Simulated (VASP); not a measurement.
# AgCl (Cmmm) in VASP: a series of runs

The runs below take AgCl through single point, with PBEsol.

All numbers are computed with VASP 6.6.1; they aren't measurements. Logs are shortened: lines on timing, memory, paths and dates and some standing lists are left out, and cuts for length are marked.

**1. The cell of the first run**

Symmetry: Cmmm, No. 65, orthorhombic system. Conventional cell: a = 4.193 Å, b = 5.229 Å, c = 3.331 Å, α = 90.00°, β = 90.00°, γ = 90.00°. Ag (site symmetry mmm) has 8 Cl at 2.68 to 3.10 Å and 6 Ag at 3.33 to 3.35 Å within 3.5 Å. Cl (site symmetry mmm) has 8 Ag at 2.68 to 3.10 Å and 6 Cl at 3.33 to 3.35 Å within 3.5 Å.

**2. Single point, PBEsol (engineering shear strain xz -0.2200, engineering shear strain yz +0.0000)**

Input file INCAR:

```
PREC     = Accurate       # precision mode
ENCUT    = 520            # plane-wave cutoff, eV
EDIFF    = 1E-6           # SCF threshold, eV
ISMEAR   = 0              # smearing method
SIGMA    = 0.05           # smearing width, eV
LREAL    = F              # projectors in reciprocal space
LASPH    = T              # aspherical terms in the spheres
NELM     = 100            # most SCF steps
ALGO     = Normal         # electronic algorithm
ISIF     = 2              # what is computed and relaxed
LWAVE    = F              # write WAVECAR
LCHARG   = F              # write CHGCAR
GGA      = PS             # functional
NBANDS   = 16             # bands
```

Input file KPOINTS:

```
regular mesh
0
Gamma
  10 10 10
```

Input file POSCAR:

```
AgCl
1.0
    3.3311591989      0.0000000000     -0.3664275119
    0.0000000000      3.3311591989      0.0000000000
   -0.3664275119      0.0000000000      3.3311591989
Ag Cl
1 1
Direct
    0.0000000000      0.0000000000      0.0000000000
    0.5000000000      0.5000000000      0.5000000000
```

Potentials or basis: VASP PAW PBE potentials, release 64 (Ag, Cl).

Launch:

```console
$ cat potpaw_PBE.64/Ag/POTCAR potpaw_PBE.64/Cl/POTCAR > POTCAR
$ mpirun -np 1 vasp_std > vasp.out
```

OUTCAR:

```text
PREC = Accurate
   ENCUT = 520
   EDIFF = 1E-6
   ISMEAR = 0
   LREAL = F
   LASPH = T
   NELM = 100
   ISIF = 2
   GGA = PS

 ion  position               nearest neighbor table
   1  0.000  0.000  0.000-   2 2.68   2 2.68   2 2.68   2 2.68   2 3.10   2 3.10   2 3.10   2 3.10

   2  0.500  0.500  0.500-   1 2.68   1 2.68   1 2.68   1 2.68   1 3.10   1 3.10   1 3.10   1 3.10

  LATTYP: Found a base centered orthorhombic cell.
 ALAT       =     4.1927637606
 B/A-ratio  =     1.2471910113
 C/A-ratio  =     0.7945020013

  Lattice vectors:

 A1 = (  -0.3664275119,   0.0000000000,   3.3311591989)
 A2 = (   3.3311591989,   0.0000000000,  -0.3664275119)
 A3 = (   0.0000000000,   3.3311591989,   0.0000000000)

Analysis of symmetry for initial positions (statically):
=====================================================================
 Subroutine PRICEL returns:
 Original cell was already a primitive cell.

 Routine SETGRP: Setting up the symmetry group for a
 base centered orthorhombic supercell.

 Subroutine GETGRP returns: Found  8 space group operations
 (whereof  8 operations were pure point group operations)
 out of a pool of  8 trial point group operations.

The static configuration has the point symmetry D_2h.

Analysis of symmetry for dynamics (positions and initial velocities):
=====================================================================
 Subroutine PRICEL returns:
 Original cell was already a primitive cell.

 Routine SETGRP: Setting up the symmetry group for a
 base centered orthorhombic supercell.

 Subroutine GETGRP returns: Found  8 space group operations
 (whereof  8 operations were pure point group operations)
 out of a pool of  8 trial point group operations.

The dynamic configuration has the point symmetry D_2h.

 Subroutine INISYM returns: Found  8 space group operations
 (whereof  8 operations are pure point group operations),
 and found     1 'primitive' translations

----------------------------------------------------------------------------------------

                                     Primitive cell

  volume of cell :      36.5173

  direct lattice vectors                    reciprocal lattice vectors
     3.331159199  0.000000000 -0.366427512     0.303872659  0.000000000  0.033425992
     0.000000000  3.331159199  0.000000000     0.000000000  0.300195800  0.000000000
    -0.366427512  0.000000000  3.331159199     0.033425992  0.000000000  0.303872659

  length of vectors
     3.351252114  3.331159199  3.351252114     0.305705561  0.300195800  0.305705561

  position of ions in fractional coordinates (direct lattice)
     0.000000000  0.000000000  0.000000000
     0.500000000  0.500000000  0.500000000

  ion indices of the primitive-cell ions
   primitive index   ion index
                 1           1
                 2           2

----------------------------------------------------------------------------------------

 KPOINTS: regular mesh

Automatic generation of k-mesh.
 Grid dimensions read from file:
 generate k-points for:   10   10   10

 Generating k-lattice:

  Cartesian coordinates                     Fractional coordinates (reciprocal lattice)
     0.030387266  0.000000000  0.003342599     0.100000000  0.000000000  0.000000000
     0.000000000  0.030019580  0.000000000     0.000000000  0.100000000  0.000000000
     0.003342599  0.000000000  0.030387266     0.000000000  0.000000000  0.100000000

  Length of vectors
     0.030570556  0.030019580  0.030570556

  Shift w.r.t. Gamma in fractional coordinates (k-lattice)
     0.000000000  0.000000000  0.000000000

 Subroutine IBZKPT returns following result:
 ===========================================

 Found    186 irreducible k-points:

 Following reciprocal coordinates:
            Coordinates               Weight
  0.000000  0.000000  0.000000      1.000000
  0.100000  0.000000  0.000000      4.000000
  0.200000  0.000000  0.000000      4.000000
  0.300000  0.000000  0.000000      4.000000
  0.400000  0.000000  0.000000      4.000000
  0.500000  0.000000  0.000000      2.000000
[... 16 lines left out ...]
  0.400000  0.300000  0.000000      8.000000
  0.500000  0.300000  0.000000      4.000000
 [... further k-points ...]
   k-points           NKPTS =    186   k-points in BZ     NKDIM =    186   number of bands    NBANDS=     16
   number of dos      NEDOS =    301   number of ions     NIONS =      2
   total plane-waves  NPLWV =  21952
   dimension x,y,z NGX =    28 NGY =   28 NGZ =   28
   dimension x,y,z NGXF=    56 NGYF=   56 NGZF=   56
   ions per type =               1   1
   NGX,Y,Z   is equivalent  to a cutoff of  13.89, 13.97, 13.89 a.u.
   NGXF,Y,Z  is equivalent  to a cutoff of  27.78, 27.95, 27.78 a.u.
 SYSTEM =  unknown system
   PREC   = accura    normal or accurate (medium, high low for compatibility)
   ISTART =      0    job   : 0-new  1-cont  2-samecut
   ICHARG =      2    charge: 1-file 2-atom 10-const
   ISPIN  =      1    spin polarized calculation?
   LNONCOLLINEAR =      F non collinear calculations
   LSORBIT =      F    spin-orbit coupling
   LASPH  =      T    aspherical Exc in radial PAW
   ENCUT  =  520.0 eV  38.22 Ry    6.18 a.u.   6.23  6.19  6.23*2*pi/ulx,y,z
   NELM   =    100;   NELMIN=  2; NELMDL= -5     # of ELM steps
   EDIFF  = 0.1E-05   stopping-criterion for ELM
   LREAL  =      F    real-space projection
   EDIFFG = 0.1E-04   stopping-criterion for IOM
   NSW    =      0    number of steps for IOM
   IBRION =     -1    ionic relax: 0-MD 1-quasi-New 2-CG
   NFREE  =      0    steps in history (QN), initial steepest desc. (CG)
   ISIF   =      2    stress and relaxation
   ISYM   =      2    0-nonsym 1-usesym 2-fastsym
   POTIM  = 0.5000    time-step for ionic-motion
   TEBEG  =    0.0;   TEEND  =   0.0 temperature during run
   PSTRESS=    0.0 pullay stress
   NELECT =      18.0000    total number of electrons
   NUPDOWN=      -1.0000    fix difference up-down
   EMIN   =  10.00;   EMAX   =-10.00  energy-range for DOS
   EFERMI =   0.00;   METHOD = LEGACY
   ISMEAR =     0;   SIGMA  =   0.05  broadening in eV -4-tet -1-fermi 0-gaus
   EFERMI_NEDOS =   21; number of points for ismear=-14 and -15
   IALGO  =     38    algorithm
   IMIX   =      4    mixing-type and parameters
     AMIX     =   0.40;   BMIX     =  1.00
     AMIX_MAG =   1.60;   BMIX_MAG =  1.00
  volume/ion in A,a.u.               =      18.26       123.22
  Fermi-wavevector in a.u.,A,eV,Ry     =   1.293201  2.443795 22.753951  1.672368
  Thomas-Fermi vector in A             =   2.424861
   LORBIT       =      0    0 simple, 1 ext, 2 COOP (PROOUT), +10 PAW based schemes
   GGA     = PS    functional components
   LHFCALC =     F    Hartree Fock is set to
   AEXX    =    0.0000 exact exchange contribution
   IVDW    =     0    specifies the selected vdW correction
   LEPSILON=     F    determine dielectric tensor
   LRPA    =     F    only Hartree local field effects (RPA)
 non-spin polarized calculation
 Gauss-broadening in eV      SIGMA  =   0.05
  energy-cutoff  :      520.00
  volume of cell :       36.52
 maximum number of plane-waves:      1004
 NGX is ok and might be reduce to    28
   NGX = 13   NGY = 13   NGZ = 13

 number of electron      18.0000002 magnetization

 Free energy of the ion-electron system (eV)
  ---------------------------------------------------
  ext. energy  EPLUGINS =         0.00000000
  ---------------------------------------------------
  free energy    TOTEN  =        -5.86131139 eV

  energy without entropy =       -5.86124256  energy(sigma->0) =       -5.86127697

 E-fermi :   5.9334     XC(G=0): -11.1460

 val. band max:        5.9004614845   @ k =  -0.1000   0.5000   0.1000
 cond. band min:       5.9438026211   @ k =   0.0000   0.5000   0.0000
 fundamental gap:      0.0433411367
 Fermi energy:         5.9334094534

 k-point     1 :       0.0000    0.0000    0.0000
  band No.  band energies     occupation
      1     -10.2112      2.00000
      2       1.8618      2.00000
      3       2.0028      2.00000
      4       2.7460      2.00000
      5       2.8665      2.00000
      6       2.8917      2.00000
[... 8 lines left out ...]
     15      19.9716      0.00000
     16      21.0421      0.00000

 k-point     2 :       0.1000    0.0000    0.0000
  band No.  band energies     occupation
      1     -10.1569      2.00000
      2       1.7096      2.00000
      3       1.9215      2.00000
      4       2.4465      2.00000
      5       2.5221      2.00000
      6       2.8043      2.00000
[... 8 lines left out ...]
     15      20.3684      0.00000
     16      21.1619      0.00000

 k-point     3 :       0.2000    0.0000    0.0000
  band No.  band energies     occupation
      1     -10.0085      2.00000
      2       0.9204      2.00000
      3       1.7906      2.00000
      4       2.0122      2.00000
      5       2.3691      2.00000
      6       2.8594      2.00000
[... 8 lines left out ...]
     15      19.7964      0.00000
     16      21.3504      0.00000

 k-point     4 :       0.3000    0.0000    0.0000
  band No.  band energies     occupation
      1      -9.8110      2.00000
      2       0.0056      2.00000
      3       1.5913      2.00000
      4       1.6873      2.00000
      5       2.3508      2.00000
      6       3.0996      2.00000
[... 8 lines left out ...]
     15      20.2471      0.00000
     16      21.0329      0.00000
[... 324 lines left out ...]
 k-point    22 :       0.3000    0.3000    0.0000
  band No.  band energies     occupation
      1      -9.5261      2.00000
      2       0.1970      2.00000
      3       1.0248      2.00000
      4       1.9357      2.00000
      5       2.7084      2.00000
      6       2.8280      2.00000
[... 8 lines left out ...]
     15      19.1963      0.00000
     16      20.5749      0.00000

 k-point    23 :       0.4000    0.3000    0.0000
  band No.  band energies     occupation
      1      -9.4055      2.00000
      2       0.0970      2.00000
      3       0.9785      2.00000
      4       1.9005      2.00000
      5       2.6683      2.00000
      6       2.7670      2.00000
[... 8 lines left out ...]
     15      19.1452      0.00000
     16      20.7605      0.00000

 k-point    24 :       0.5000    0.3000    0.0000
  band No.  band energies     occupation
      1      -9.3577      2.00000
      2       0.0117      2.00000
      3       0.9929      2.00000
      4       1.8900      2.00000
      5       2.6422      2.00000
      6       2.7388      2.00000
[... 8 lines left out ...]
     15      18.8136      0.00000
     16      20.6883      0.00000

 [... further k-points ...]

------------------------ aborting loop because EDIFF is reached ----------------------------------------

  FORCE on cell =-STRESS in cart. coord.  units (eV):
  Direction    XX          YY          ZZ          XY          YZ          ZX
  --------------------------------------------------------------------------------------
  -------------------------------------------------------------------------------------
  Total        0.5041036      0.6086143      0.5041036      0.0000000      0.0000000     -0.1772293
  in kB       22.1172533     26.7026012     22.1172533      0.0000000      0.0000000     -7.7758319
  external PRESSURE =      23.6457026 kB  Pullay stress =       0.0000000 kB

 VOLUME and BASIS-vectors are now :
 -----------------------------------------------------------------------------
  energy-cutoff  :      520.00
  volume of cell :       36.52
      direct lattice vectors                 reciprocal lattice vectors
     3.331159199  0.000000000 -0.366427512     0.303872659  0.000000000  0.033425992
     0.000000000  3.331159199  0.000000000     0.000000000  0.300195800  0.000000000
    -0.366427512  0.000000000  3.331159199     0.033425992  0.000000000  0.303872659

 POSITION                                       TOTAL-FORCE (eV/Angst)
 -----------------------------------------------------------------------------------
      0.00000      0.00000      0.00000         0.000000      0.000000     -0.000000
      1.48237      1.66558      1.48237        -0.000000      0.000000      0.000000
 -----------------------------------------------------------------------------------
    total drift:                               -0.000000      0.000000      0.000000

  FREE ENERGIE OF THE ION-ELECTRON SYSTEM (eV)
  ---------------------------------------------------
  free  energy   TOTEN  =        -5.8613113873 eV

  energy  without entropy=       -5.8612425610  energy(sigma->0) =       -5.86127697
```

Wall time 35 s (1 thread of Intel Xeon 6975P-C (Granite Rapids), shared host); peak memory 0.23 GiB.

Results:

* Free energy: -5.8613 eV
* Pressure: 2.4 GPa
* Band gap on the k mesh: zero (band 9 reaches 5.94 eV, above the bottom of band 10 at 5.87 eV)

Stress tensor (GPa, compression positive):
```
 2.21  0.00 -0.78
 0.00  2.67  0.00
-0.78  0.00  2.21
```

Caveat: the cell differs from its parent crystal (engineering shear strain xz -0.2200, engineering shear strain yz +0.0000); the PAW data sets were made with another functional, which shifts forces and pressure a little.

**3. Single point, PBEsol (engineering shear strain xz -0.1100, engineering shear strain yz +0.0000)**

Input file INCAR:

```
SYSTEM = AgCl
PREC = Accurate ; ENCUT = 520
EDIFF = 1E-6 ; ISMEAR = 0
SIGMA = 0.05 ; LREAL = .False.
LASPH = .True. ; NELM = 100
ALGO = Normal ; ISIF = 2
LWAVE = .False. ; LCHARG = .True.
GGA = PS ; LELF = .True.
LVHAR = .True. ; NBANDS = 16
```

Input file KPOINTS:

```
regular mesh
0
Gamma
  10 10 10
  0 0 0
```

Input file POSCAR:

```
AgCl
1.0
    3.3311591989      0.0000000000     -0.1832137559
    0.0000000000      3.3311591989      0.0000000000
   -0.1832137559      0.0000000000      3.3311591989
Ag Cl
1 1
Direct
    0.0000000000      0.0000000000      0.0000000000
    0.5000000000      0.5000000000      0.5000000000
```

Potentials or basis: VASP PAW PBE potentials, release 64 (Ag, Cl).

Launch:

```console
$ cat potpaw_PBE.64/Ag/POTCAR potpaw_PBE.64/Cl/POTCAR > POTCAR
$ mpirun -np 1 vasp_std > vasp.out
```

OUTCAR:

```text
SYSTEM = AgCl
   PREC = Accurate
   ENCUT = 520
   EDIFF = 1E-6
   ISMEAR = 0
   LREAL = .False.
   LASPH = .True.
   NELM = 100
   ISIF = 2
   GGA = PS

 ion  position               nearest neighbor table
   1  0.000  0.000  0.000-   2 2.78   2 2.78   2 2.78   2 2.78   2 2.99   2 2.99   2 2.99   2 2.99

   2  0.500  0.500  0.500-   1 2.78   1 2.78   1 2.78   1 2.78   1 2.99   1 2.99   1 2.99   1 2.99

  LATTYP: Found a base centered orthorhombic cell.
 ALAT       =     4.4518671391
 B/A-ratio  =     1.1164021164
 C/A-ratio  =     0.7482611441

  Lattice vectors:

[... 629 lines left out ...]
      5       2.4007      2.00000
      6       2.7275      2.00000
[... 8 lines left out ...]
     15      19.1855      0.00000
     16      21.3097      0.00000

 [... further k-points ...]
[... 5 lines left out ...]
  --------------------------------------------------------------------------------------
  -------------------------------------------------------------------------------------
  Total        0.0966046      0.1106915      0.0966046      0.0000000      0.0000000     -0.2503979
  in kB        4.1998921      4.8123195      4.1998921      0.0000000      0.0000000    -10.8860632
  external PRESSURE =       4.4040346 kB  Pullay stress =       0.0000000 kB

 VOLUME and BASIS-vectors are now :
 -----------------------------------------------------------------------------
  energy-cutoff  :      520.00
  volume of cell :       36.85
      direct lattice vectors                 reciprocal lattice vectors
     3.331159199  0.000000000 -0.183213756     0.301106647  0.000000000  0.016560866
     0.000000000  3.331159199  0.000000000     0.000000000  0.300195800  0.000000000
    -0.183213756  0.000000000  3.331159199     0.016560866  0.000000000  0.301106647

 POSITION                                       TOTAL-FORCE (eV/Angst)
 -----------------------------------------------------------------------------------
      0.00000      0.00000      0.00000         0.000000      0.000000      0.000000
      1.57397      1.66558      1.57397        -0.000000      0.000000      0.000000
 -----------------------------------------------------------------------------------
    total drift:                               -0.000000      0.000000      0.000000

  FREE ENERGIE OF THE ION-ELECTRON SYSTEM (eV)
  ---------------------------------------------------
  free  energy   TOTEN  =        -5.8362717585 eV

  energy  without entropy=       -5.8362593193  energy(sigma->0) =       -5.83626554
```

OSZICAR:

```text
N       E                     dE             d eps       ncg     rms          rms(c)
DAV:   1     0.101235680668E+03    0.10124E+03   -0.87711E+03  6016   0.103E+03
DAV:   2    -0.255558675453E+01   -0.10379E+03   -0.95479E+02  7664   0.230E+02
DAV:   3    -0.608080444737E+01   -0.35252E+01   -0.35178E+01  7088   0.443E+01
DAV:   4    -0.610235231377E+01   -0.21548E-01   -0.21547E-01  7712   0.382E+00
DAV:   5    -0.610259004951E+01   -0.23774E-03   -0.23773E-03  7304   0.386E-01    0.760E+00
DAV:   6    -0.584576704542E+01    0.25682E+00   -0.44218E-01  7376   0.965E+00    0.502E+00
DAV:   7    -0.583981273332E+01    0.59543E-02   -0.96886E-02  6504   0.207E+00    0.238E+00
DAV:   8    -0.583648041218E+01    0.33323E-02   -0.55130E-03  7640   0.743E-01    0.389E-01
DAV:   9    -0.583625704616E+01    0.22337E-03   -0.51084E-04  7776   0.339E-01    0.520E-02
DAV:  10    -0.583626905787E+01   -0.12012E-04   -0.51591E-05  7016   0.752E-02    0.247E-02
DAV:  11    -0.583627176689E+01   -0.27090E-05   -0.29204E-06  7232   0.142E-02    0.563E-03
DAV:  12    -0.583627175849E+01    0.84053E-08   -0.55974E-07  4032   0.622E-03
   1 F= -.58362718E+01 E0= -.58362655E+01  d E =-.124392E-04
```

stdout:

```text
POSCAR found type information on POSCAR AgCl
 POSCAR found :  2 types and       2 ions
 scaLAPACK will be used
 -----------------------------------------------------------------------------
|                                                                             |
|                                                                             |
|     You enforced a specific xc type in the INCAR file but a different       |
|     I HOPE YOU KNOW WHAT YOU ARE DOING!                                     |
|                                                                             |
 -----------------------------------------------------------------------------

 LDA part: xc-table for (Slater+PW92), standard interpolation
 POSCAR, INCAR and KPOINTS ok, starting setup
 FFT: planning ... GRIDC
 FFT: planning ... GRID_SOFT
 FFT: planning ... GRID
 WAVECAR not read
 entering main loop
```

It took 36 s on 1 thread of Intel Xeon 6975P-C (Granite Rapids), shared host; peak memory 0.23 GiB.

What came out:

```yaml
Free_energy: -5.8363 eV
Pressure: 0.4 GPa
Band_gap_on_the_k_mesh: 0.12 eV, indirect (least direct gap 2.11 eV)
```

Stress tensor (GPa, compression positive):
```
 0.42  0.00 -1.09
 0.00  0.48  0.00
-1.09  0.00  0.42
```

Caveat: the cell differs from its parent crystal (engineering shear strain xz -0.1100, engineering shear strain yz +0.0000); the PAW data sets were made with another functional, which shifts forces and pressure a little.

[end of part 1 of 2]
